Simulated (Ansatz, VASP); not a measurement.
## Fe: VASP beside Ansatz

File INCAR:

```
SYSTEM = Fe
PREC = Accurate
ENCUT = 520
EDIFF = 1E-6
ISMEAR = -1
SIGMA = 0.08
LREAL = .FALSE.
LASPH = .TRUE.
NELM = 150
ALGO = Normal
ISIF = 2
LWAVE = .FALSE.
LCHARG = .TRUE.
ISPIN = 2
MAGMOM = 2.5 2.5 2.5
LORBIT = 11
LMAXMIX = 4
GGA = PS
LELF = .TRUE.
LVHAR = .TRUE.
NBANDS = 23
```

The input KPOINTS:

```
Automatic mesh
0
G
  11 11 15
  0 0 0
```

File POSCAR:

```
Fe
1.0
    0.0000000000      2.7881300232     -2.7881300232
   -2.7881300232      0.0000000000      2.7881300232
    1.3940650116      1.3940650116      1.3940650116
Fe
3
Direct
    0.0000000000      0.0000000000      0.0000000000
    0.3333333330      0.6666666670      0.3333333330
    0.6666666670      0.3333333330      0.6666666670
```

Input for Ansatz:

```yaml
crystal:
  lattice:
    - [0.0, 2.7881300232, -2.7881300232]
    - [-2.7881300232, 0.0, 2.7881300232]
    - [1.3940650116, 1.3940650116, 1.3940650116]
  atoms:
    - { symbol: Fe, position: [0.0, 0.0, 0.0], spin: 2.5 }
    - { symbol: Fe, position: [0.333333333, 0.666666667, 0.333333333], spin: 2.5 }
    - { symbol: Fe, position: [0.666666667, 0.333333333, 0.666666667], spin: 2.5 }
magnetization:
  spin_polarized: true
kpoints:
  mp_grid: { grid: [11, 11, 15] }
scf:
  occupations: { method: fermi_dirac, width: 0.08 }
hamiltonian:
  xc: pbesol
  pseudopotentials: { kind: paw }
output:
  forces: true
  stress: true
  eigenvalues: true
```

Alike in both runs: task single point; functional PBEsol; k mesh 11 × 11 × 15; occupations fermi-dirac, width 0.08 eV; collinear spin.

|  | VASP | Ansatz |
| --- | --- | --- |
| version | VASP 6.6.1 | Ansatz 0.2.0 |
| potentials or method | VASP PAW PBE potentials, release 64 (Fe) | PAW with Ansatz's default frozen-core files, scalar-relativistic |
| plane-wave cutoff (eV) | 520 | 420 |
| valence electrons in the cell | 24 | 48 |

|  | VASP | Ansatz | Ansatz less VASP |
| --- | --- | --- | --- |
| pressure (GPa) | -0.2 | -0.1 | +0.05 |
| net moment per atom (μB) | 2.11 | 2.10 | -0.015 |
| size of the moment on the site where the two differ most (μB) | 2.09 | 2.12 | +0.031 |

VASP's potentials were made for PBE, not for PBEsol. Site moments also hang on the region over which each program counts them. VASP's potentials hold 24 valence electrons a cell and Ansatz's 48, so a difference there can come from the potentials and not from the codes.
